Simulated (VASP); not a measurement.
# Re (P6_3/mmc) in VASP: notebook

Runs on Re. Level: PBE. Tasks: single point, relaxation of cell and atoms.

Everything below comes from runs of VASP 6.6.1. Logs are shortened: lines on timing, memory, paths and dates and some standing lists are left out, and cuts for length are marked.

### 1 The cell of the first run

The structure is hexagonal, space group P6_3/mmc (No. 194). The conventional cell has a = 2.751 Å, b = 2.751 Å, c = 4.446 Å, α = 90.00°, β = 90.00°, γ = 120.00°. Within 3.6 Å of Re (site symmetry -6m2) lie 12 Re at 2.73 to 2.75 Å.

### 2 Single point, PBE

The input, INCAR:

```
SYSTEM = Re
PREC     = Accurate       ! precision mode
ENCUT    = 520            ! plane-wave cutoff, eV
EDIFF    = 1E-6           ! SCF threshold, eV
ISMEAR   = -1             ! smearing method
SIGMA    = 0.05           ! smearing width, eV
LREAL    = .False.        ! projectors in reciprocal space
LASPH    = .True.         ! aspherical terms in the spheres
NELM     = 60             ! most SCF steps
ALGO     = Normal         ! electronic algorithm
ISIF     = 2              ! what is computed and relaxed
LWAVE    = .False.        ! write WAVECAR
LCHARG   = .False.        ! write CHGCAR
GGA      = PE             ! functional
NBANDS   = 14             ! bands
```

The input, KPOINTS:

```
Automatic mesh
0
Gamma
  11 11 6
  0 0 0
```

The input, POSCAR:

```
Re
1.0
    2.7509383281      0.0000000000      0.0000000000
   -1.3754691640      2.3823824763      0.0000000000
    0.0000000000      0.0000000000      4.4463093119
Re
2
Direct
    0.6666666667      0.3333333333      0.7500000000
    0.3333333333      0.6666666667      0.2500000000
```

Potentials or basis: VASP PAW PBE potentials, release 64 (Re).

Started as:

```bash
$ cat potpaw_PBE.64/Re/POTCAR > POTCAR
$ mpirun -np 1 vasp_std > vasp.out
```

OUTCAR:

```text
SYSTEM = Re
   PREC = Accurate
   ENCUT = 520
   EDIFF = 1E-6
   ISMEAR = -1
   LREAL = .False.
   LASPH = .True.
   NELM = 60
   ISIF = 2
   GGA = PE

 ion  position               nearest neighbor table
   1  0.667  0.333  0.750-   2 2.73   2 2.73   2 2.73   2 2.73   2 2.73   2 2.73
   2  0.333  0.667  0.250-   1 2.73   1 2.73   1 2.73   1 2.73   1 2.73   1 2.73

  LATTYP: Found a hexagonal cell.
 ALAT       =     2.7509383281
 C/A-ratio  =     1.6162882557

  Lattice vectors:

 A1 = (   2.7509383281,   0.0000000000,   0.0000000000)
 A2 = (  -1.3754691640,   2.3823824763,   0.0000000000)
 A3 = (   0.0000000000,   0.0000000000,   4.4463093119)

Analysis of symmetry for initial positions (statically):
=====================================================================
 Subroutine PRICEL returns:
 Original cell was already a primitive cell.

 Routine SETGRP: Setting up the symmetry group for a
 hexagonal supercell.

 Subroutine GETGRP returns: Found 24 space group operations
 (whereof 12 operations were pure point group operations)
 out of a pool of 24 trial point group operations.

The static configuration has the point symmetry D_3d.
 The point group associated with its full space group is D_6h.

Analysis of symmetry for dynamics (positions and initial velocities):
=====================================================================
 Subroutine PRICEL returns:
 Original cell was already a primitive cell.

 Routine SETGRP: Setting up the symmetry group for a
 hexagonal supercell.

 Subroutine GETGRP returns: Found 24 space group operations
 (whereof 12 operations were pure point group operations)
 out of a pool of 24 trial point group operations.

The dynamic configuration has the point symmetry D_3d.
 The point group associated with its full space group is D_6h.

 Subroutine INISYM returns: Found 24 space group operations
 (whereof 12 operations are pure point group operations),
 and found     1 'primitive' translations

----------------------------------------------------------------------------------------

                                     Primitive cell

  volume of cell :      29.1402

  direct lattice vectors                    reciprocal lattice vectors
     2.750938328  0.000000000  0.000000000     0.363512330  0.209873941  0.000000000
    -1.375469164  2.382382476  0.000000000     0.000000000  0.419747883  0.000000000
     0.000000000  0.000000000  4.446309312     0.000000000  0.000000000  0.224905631

  length of vectors
     2.750938328  2.750938328  4.446309312     0.419747883  0.419747883  0.224905631

  position of ions in fractional coordinates (direct lattice)
     0.666666667  0.333333333  0.750000000
     0.333333333  0.666666667  0.250000000

  ion indices of the primitive-cell ions
   primitive index   ion index
                 1           1
                 2           2

----------------------------------------------------------------------------------------

 KPOINTS: Automatic mesh

Automatic generation of k-mesh.
 Grid dimensions read from file:
 generate k-points for:   11   11    6

 Generating k-lattice:

  Cartesian coordinates                     Fractional coordinates (reciprocal lattice)
     0.033046575  0.019079449  0.000000000     0.090909091 -0.000000000  0.000000000
     0.000000000  0.038158898  0.000000000     0.000000000  0.090909091  0.000000000
     0.000000000  0.000000000  0.037484272     0.000000000  0.000000000  0.166666667

  Length of vectors
     0.038158898  0.038158898  0.037484272

  Shift w.r.t. Gamma in fractional coordinates (k-lattice)
     0.000000000  0.000000000  0.000000000

 Subroutine IBZKPT returns following result:
 ===========================================

 Found     64 irreducible k-points:

 Following reciprocal coordinates:
            Coordinates               Weight
  0.000000  0.000000  0.000000      1.000000
  0.090909 -0.000000  0.000000      6.000000
  0.181818 -0.000000  0.000000      6.000000
  0.272727  0.000000  0.000000      6.000000
  0.363636  0.000000  0.000000      6.000000
  0.454545 -0.000000  0.000000      6.000000
[... 16 lines left out ...]
  0.090909  0.090909  0.166667     12.000000
  0.181818  0.090909  0.166667     24.000000
 [... further k-points ...]
   k-points           NKPTS =     64   k-points in BZ     NKDIM =     64   number of bands    NBANDS=     14
   number of dos      NEDOS =    301   number of ions     NIONS =      2
   total plane-waves  NPLWV =  14400
   dimension x,y,z NGX =    20 NGY =   20 NGZ =   36
   dimension x,y,z NGXF=    40 NGYF=   40 NGZF=   72
   ions per type =               2
   NGX,Y,Z   is equivalent  to a cutoff of  12.09, 12.09, 13.46 a.u.
   NGXF,Y,Z  is equivalent  to a cutoff of  24.17, 24.17, 26.92 a.u.
 SYSTEM =  Re
   PREC   = accura    normal or accurate (medium, high low for compatibility)
   ISTART =      0    job   : 0-new  1-cont  2-samecut
   ICHARG =      2    charge: 1-file 2-atom 10-const
   ISPIN  =      1    spin polarized calculation?
   LNONCOLLINEAR =      F non collinear calculations
   LSORBIT =      F    spin-orbit coupling
   LASPH  =      T    aspherical Exc in radial PAW
   ENCUT  =  520.0 eV  38.22 Ry    6.18 a.u.   5.11  5.11  8.27*2*pi/ulx,y,z
   NELM   =     60;   NELMIN=  2; NELMDL= -5     # of ELM steps
   EDIFF  = 0.1E-05   stopping-criterion for ELM
   LREAL  =      F    real-space projection
   EDIFFG = 0.1E-04   stopping-criterion for IOM
   NSW    =      0    number of steps for IOM
   IBRION =     -1    ionic relax: 0-MD 1-quasi-New 2-CG
   NFREE  =      0    steps in history (QN), initial steepest desc. (CG)
   ISIF   =      2    stress and relaxation
   ISYM   =      2    0-nonsym 1-usesym 2-fastsym
   POTIM  = 0.5000    time-step for ionic-motion
   TEBEG  =    0.0;   TEEND  =   0.0 temperature during run
   PSTRESS=    0.0 pullay stress
   NELECT =      14.0000    total number of electrons
   NUPDOWN=      -1.0000    fix difference up-down
   EMIN   =  10.00;   EMAX   =-10.00  energy-range for DOS
   EFERMI =   0.00;   METHOD = LEGACY
   ISMEAR =    -1;   SIGMA  =   0.05  broadening in eV -4-tet -1-fermi 0-gaus
   EFERMI_NEDOS =   21; number of points for ismear=-14 and -15
   IALGO  =     38    algorithm
   IMIX   =      4    mixing-type and parameters
     AMIX     =   0.40;   BMIX     =  1.00
     AMIX_MAG =   1.60;   BMIX_MAG =  1.00
  volume/ion in A,a.u.               =      14.57        98.32
  Fermi-wavevector in a.u.,A,eV,Ry     =   1.282193  2.422994 22.368246  1.644020
  Thomas-Fermi vector in A             =   2.414519
   LORBIT       =      0    0 simple, 1 ext, 2 COOP (PROOUT), +10 PAW based schemes
   GGA     = PE    functional components
   LHFCALC =     F    Hartree Fock is set to
   AEXX    =    0.0000 exact exchange contribution
   IVDW    =     0    specifies the selected vdW correction
   LEPSILON=     F    determine dielectric tensor
   LRPA    =     F    only Hartree local field effects (RPA)
 non-spin polarized calculation
  energy-cutoff  :      520.00
  volume of cell :       29.14
 maximum number of plane-waves:       793
   NGX = 11   NGY = 11   NGZ = 17

 number of electron      14.0000001 magnetization

 Free energy of the ion-electron system (eV)
  ---------------------------------------------------
  ext. energy  EPLUGINS =         0.00000000
  ---------------------------------------------------
  free energy    TOTEN  =       -24.83229077 eV

  energy without entropy =      -24.81868689  energy(sigma->0) =      -24.82548883

 E-fermi :   8.0179     XC(G=0): -13.7849

 val. band max:        7.9978858189   @ k =   0.1818  -0.0000   0.1667
 cond. band min:       8.0659065740   @ k =   0.3636   0.1818   0.3333
 fundamental gap:      0.0680207551
 Fermi energy:         8.0179371801

 k-point     1 :       0.0000    0.0000    0.0000
  band No.  band energies     occupation
      1      -1.9271      2.00000
      2       1.3107      2.00000
      3       6.3929      2.00000
      4       6.4039      2.00000
      5       6.4039      2.00000
      6       7.2513      2.00000
      7       7.2513      2.00000
      8       8.2035      0.04774
      9       8.2035      0.04774
     10       8.6352      0.00001
     11      11.4169      0.00000
     12      11.4169      0.00000
     13      18.1474      0.00000
     14      22.1728      0.00000

 k-point     2 :       0.0909   -0.0000    0.0000
  band No.  band energies     occupation
      1      -1.5872      2.00000
      2       1.6273      2.00000
      3       5.7579      2.00000
      4       6.7176      2.00000
      5       6.8946      2.00000
      6       7.0605      2.00000
      7       7.3784      1.99999
      8       7.5478      1.99984
      9       7.9477      1.60557
     10       8.1487      0.13641
     11      11.5880      0.00000
     12      12.7472      0.00000
     13      18.1249      0.00000
     14      22.9211      0.00000

 k-point     3 :       0.1818   -0.0000    0.0000
  band No.  band energies     occupation
      1      -0.6508      2.00000
      2       2.3757      2.00000
      3       5.0824      2.00000
      4       5.7153      2.00000
      5       6.4412      2.00000
      6       7.3806      1.99999
      7       7.6284      1.99917
      8       7.7172      1.99513
      9       7.7507      1.99051
     10       8.4011      0.00094
     11      11.9219      0.00000
     12      14.9738      0.00000
     13      17.9136      0.00000
     14      24.4088      0.00000
[... 324 lines left out ...]
 k-point    23 :       0.0909    0.0909    0.1667
  band No.  band energies     occupation
      1      -0.6457      2.00000
      2       2.2415      2.00000
      3       5.2533      2.00000
      4       5.4852      2.00000
      5       6.4125      2.00000
      6       6.9411      2.00000
      7       7.1611      2.00000
      8       7.7438      1.99172
      9       8.4945      0.00015
     10       8.5329      0.00007
     11      11.6861      0.00000
     12      13.4912      0.00000
     13      19.4042      0.00000
     14      23.6145      0.00000

 k-point    24 :       0.1818    0.0909    0.1667
  band No.  band energies     occupation
      1       0.4150      2.00000
      2       3.0365      2.00000
      3       4.4029      2.00000
      4       4.7486      2.00000
      5       6.0300      2.00000
      6       6.7309      2.00000
      7       7.3532      2.00000
      8       8.3050      0.00640
      9       9.0322      0.00000
     10       9.4275      0.00000
     11      11.8225      0.00000
     12      14.9186      0.00000
     13      19.3082      0.00000
     14      24.0851      0.00000

 [... further k-points ...]
[... 5 lines left out ...]
  --------------------------------------------------------------------------------------
  -------------------------------------------------------------------------------------
  Total        1.7501827      1.7501827      1.7155856      0.0000000      0.0000000      0.0000000
  in kB       96.2281115     96.2281114     94.3258992      0.0000000      0.0000000      0.0000000
  external PRESSURE =      95.5940407 kB  Pullay stress =       0.0000000 kB

 VOLUME and BASIS-vectors are now :
 -----------------------------------------------------------------------------
  energy-cutoff  :      520.00
  volume of cell :       29.14
      direct lattice vectors                 reciprocal lattice vectors
     2.750938328  0.000000000  0.000000000     0.363512330  0.209873941  0.000000000
    -1.375469164  2.382382476  0.000000000     0.000000000  0.419747883  0.000000000
     0.000000000  0.000000000  4.446309312     0.000000000  0.000000000  0.224905631

 POSITION                                       TOTAL-FORCE (eV/Angst)
 -----------------------------------------------------------------------------------
      1.37547      0.79413      3.33473         0.000000     -0.000000      0.000000
     -0.00000      1.58825      1.11158        -0.000000      0.000000      0.000000
 -----------------------------------------------------------------------------------
    total drift:                               -0.000000      0.000000     -0.000000

  FREE ENERGIE OF THE ION-ELECTRON SYSTEM (eV)
  ---------------------------------------------------
  free  energy   TOTEN  =       -24.8322907723 eV

  energy  without entropy=      -24.8186868870  energy(sigma->0) =      -24.82548883
```

Run time: 43 s. Hardware: 1 thread of Intel Xeon 8259CL, shared host; peak memory 0.15 GiB.

What came out:

```
Free energy            : -24.8323 eV
Pressure               : 9.6 GPa
Band gap on the k mesh : zero (bands 7 and 8 overlap by 3.11 eV)
```

Levels at points of the mesh, in eV from the Fermi level:
```
           k point  band 5  band 6  band 7  band 8  band 9  band 10
(0.00, 0.00, 0.00)   -1.61   -0.77   -0.77    0.19    0.19     0.62
(0.00, 0.00, 0.50)   -1.74   -1.74   -1.74   -1.74    2.57     2.57
```

Caveat: the cell stands under pressure; spin-orbit coupling is left out, which moves the levels of the heavy elements.

(Part 1 of 2 ends here.)
